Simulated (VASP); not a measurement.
Bi3B5, 8 atoms in the cell. It takes space group Im-3m (No. 229, cubic). Conventional cell: a = 6.440 Å, b = 6.440 Å, c = 6.440 Å, α = 90.00°, β = 90.00°, γ = 90.00°. Within 3.7 Å of B (site symmetry m-3m) lie 8 B at 2.79 Å and 6 Bi at 3.22 Å. B (site symmetry -3m) has 8 B at 2.79 to 3.22 Å and 6 Bi at 2.79 Å within 3.7 Å. Within 3.7 Å of Bi (site symmetry 4/mmm) lie 10 B at 2.79 to 3.22 Å and 4 Bi at 3.22 Å. 

* Program: VASP 6.6.1
* Task: single point
* Functional: PBE
* Potentials or basis: VASP PAW PBE potentials, release 64 (B, Bi_d)
* Cutoff: 520 eV
* k mesh: 8 × 8 × 8, shifted
* Occupations: gaussian, width 0.1 eV
* Spin: no spin polarisation
* Dipole correction: no
* Further INCAR settings: ALGO = Normal; EDIFF = 1e-07; NBANDS = 40

Potentials or basis: VASP PAW PBE potentials, release 64 (B, Bi_d).

The run is started by

```sh
$ cat potpaw_PBE.64/B/POTCAR potpaw_PBE.64/Bi_d/POTCAR > POTCAR
$ mpirun -np 1 vasp_std > vasp.out
```

Hardware: 1 thread of AMD EPYC 9R45 (Zen 5), with other jobs on the host.

Task: Estimate the wall time of this run.

Result: Run time: 2.7 min on 1 thread of AMD EPYC 9R45 (Zen 5), on a shared host, peak memory 0.27 GiB. Counts: scf iterations 16, k points 26.
